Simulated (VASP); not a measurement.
A run of VASP 6.6.1:

Contents of INCAR:

```
ALGO     = Normal         # electronic algorithm
EDIFF    = 1E-6           # SCF threshold, eV
ENCUT    = 520            # plane-wave cutoff, eV
GGA      = PE             # functional
ISIF     = 2              # what is computed and relaxed
ISMEAR   = -1             # smearing method
LASPH    = True           # aspherical terms in the spheres
LCHARG   = False          # write CHGCAR
LREAL    = False          # projectors in reciprocal space
LWAVE    = False          # write WAVECAR
NBANDS   = 16             # bands
NELM     = 100            # most SCF steps
PREC     = Accurate       # precision mode
SIGMA    = 0.08           # smearing width, eV
```

The input KPOINTS:

```
k-points
0
Gamma
  9 9 6
```

The input POSCAR:

```
Te
1.0
    4.4579994587      0.0000000000      0.0000000000
   -2.2289997294      3.8607407813      0.0000000000
    0.0000000000      0.0000000000      6.0435000000
Te
3
Direct
    0.7450000000      0.0000000000      0.3333333333
    0.0000000000      0.7450000000      0.6666666667
    0.2550000000      0.2550000000      0.0000000000
```

Potentials or basis: VASP PAW PBE potentials, release 64 (Te).

Command:

```sh
$ cat potpaw_PBE.64/Te/POTCAR > POTCAR
$ mpirun -np 1 vasp_std > vasp.out
```

Hardware: 1 thread of Intel(R) Xeon(R) Platinum 8375C CPU @ 2.90GHz (Ice Lake) (shared host).

Q: Estimate the wall time of this run.

A: Run time: 68 s on 1 thread of Intel(R) Xeon(R) Platinum 8375C CPU @ 2.90GHz (Ice Lake), on a shared host, peak memory 0.27 GiB. Counts: scf iterations 12, k points 62.
